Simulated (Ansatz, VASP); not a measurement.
One calculation of CaSe, two programs

File POSCAR:

```
CaSe
1.0
    0.0000000000      2.9160491567      2.9160491567
    2.9160491567      0.0000000000      2.9160491567
    2.9160491567      2.9160491567      0.0000000000
Se Ca
1 1
Direct
    0.5000000000      0.5000000000      0.5000000000
    0.0000000000      0.0000000000      0.0000000000
```

File INCAR.step1:

```
SYSTEM = CaSe
ALGO     = Normal         ! electronic algorithm
EDIFF    = 1E-4           ! SCF threshold, eV
ENCUT    = 520            ! plane-wave cutoff, eV
GGA      = PE             ! functional
ISMEAR   = -1             ! smearing method
LASPH    = .TRUE.         ! aspherical terms in the spheres
LCHARG   = .FALSE.        ! write CHGCAR
LREAL    = .FALSE.        ! projectors in reciprocal space
LWAVE    = .TRUE.         ! write WAVECAR
NBANDS   = 15             ! bands
NELM     = 80             ! most SCF steps
PREC     = Accurate       ! precision mode
SIGMA    = 0.05           ! smearing width, eV
```

Contents of INCAR.step2:

```
SYSTEM = CaSe
ALGO     = Normal         ! electronic algorithm
EDIFF    = 1E-6           ! SCF threshold, eV
ENCUT    = 520            ! plane-wave cutoff, eV
ISIF     = 2              ! what is computed and relaxed
ISMEAR   = -1             ! smearing method
ISTART   = 1            
LASPH    = .TRUE.         ! aspherical terms in the spheres
LCHARG   = .FALSE.        ! write CHGCAR
LMIXTAU  = .TRUE.       
LREAL    = .FALSE.        ! projectors in reciprocal space
LWAVE    = .FALSE.        ! write WAVECAR
METAGGA  = R2SCAN         ! meta-GGA
NBANDS   = 15             ! bands
NELM     = 80             ! most SCF steps
PREC     = Accurate       ! precision mode
SIGMA    = 0.05           ! smearing width, eV
```

The input KPOINTS:

```
k-points
0
G
  8 8 8
  0 0 0
```

input.yaml

```yaml
crystal:
  lattice:
    - [0.0, 2.9160491567, 2.9160491567]
    - [2.9160491567, 0.0, 2.9160491567]
    - [2.9160491567, 2.9160491567, 0.0]
  atoms:
    - { symbol: Se, position: [0.5, 0.5, 0.5] }
    - { symbol: Ca, position: [0.0, 0.0, 0.0] }
hamiltonian:
  xc: r2scan
  pseudopotentials: { kind: paw }
kpoints:
  mp_grid: { grid: [8, 8, 8] }
scf:
  occupations: { method: fermi_dirac, width: 0.05 }
output:
  forces: true
  stress: true
  eigenvalues: true
```

Alike in both runs: task single point; functional r2SCAN; k mesh 8 × 8 × 8; occupations fermi-dirac, width 0.05 eV; no spin polarisation.

```csv
,VASP,Ansatz
version,VASP 6.6.1,Ansatz 0.2.0
potentials or method,"VASP PAW PBE potentials, release 64 (Se, Ca_sv)",Ansatz PAW
plane-wave cutoff (eV),520,500
valence electrons in the cell,16,26
```

VASP gave:

| Quantity | Value |
| --- | --- |
| gap on the k mesh at the Fermi level (eV) | 2.38 |
| least direct gap on the mesh (eV) | 3.37 |
| pressure (GPa) | 3.3 |

What did Ansatz give for the same quantities?

gap on the k mesh at the Fermi level (eV): 2.39; least direct gap on the mesh (eV): 3.38; pressure (GPa): 3.0.

VASP's potentials were made for PBE, not for r2SCAN. VASP's potentials hold 16 valence electrons a cell and Ansatz's 26, so a difference there can come from the potentials and not from the codes.
